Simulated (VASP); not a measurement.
ZnRe:

```
CELL_PARAMETERS angstrom
2.75443 0.01147 -0.00274
-1.36728 2.36040 -0.00205
-0.00447 -0.00646 4.50600
ATOMIC_POSITIONS crystal
Zn 0.00775 0.01300 0.05140
Re 0.37585 0.70584 0.52514
```

Base run:

* Program: VASP 6.6.1
* Functional: revPBE
* Potentials or basis: VASP PAW PBE potentials, release 64 (Zn, Re_sv_GW)
* Cutoff: 500 eV
* k mesh: 8 × 8 × 5
* Occupations: fermi-dirac, width 0.02 eV
* Spin: no spin polarisation

Its results: pressure 2.2 GPa; largest force 1.180 eV/Å.

**Question.** The run is repeated on the same cell with these changes: potentials or basis from VASP PAW PBE potentials, release 64 (Zn, Re_sv_GW) to VASP PAW PBE potentials, release 64 (Zn, Re); cutoff from 500 eV to 520 eV; further incar settings from ALGO = Normal; EDIFF = 1e-06; NBANDS = 20 to ALGO = Normal; EDIFF = 1e-07; NBANDS = 16; valence electrons from 27 to 19. What comes out?

**Answer.** Pressure 3.1 GPa; largest force 1.176 eV/Å.

Caveats: the PAW data sets were made with another functional, which shifts forces and pressure a little.
